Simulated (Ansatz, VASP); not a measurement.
# Two plane-wave programs on RbBr

```xyz
2
Lattice="0.0000 3.8695 3.8695 3.8695 0.0000 3.8695 3.8695 3.8695 0.0000" Properties=species:S:1:pos:R:3 pbc="T T T"
Rb    0.0000    0.0000    0.0000
Br    1.9347    1.9347    1.9347
```

Alike in both runs: task single point; functional PBEsol; k mesh 4 × 4 × 4; no spin polarisation.

```csv
,VASP,Ansatz
version,VASP 6.6.1,Ansatz 0.2.0
potentials or method,"VASP PAW PBE potentials, release 64 (Rb_sv, Br)","plane waves, PAW"
plane-wave cutoff (eV),520,420
occupations,"gaussian, width 0.01 eV",fixed
valence electrons in the cell,16,16
```

```tsv
	VASP	Ansatz	Ansatz less VASP
gap on the k mesh at the Fermi level (eV)	4.12	4.12	+0.001
pressure (GPa)	-0.3	-0.3	-0.02
```

VASP's potentials were made for PBE, not for PBEsol.
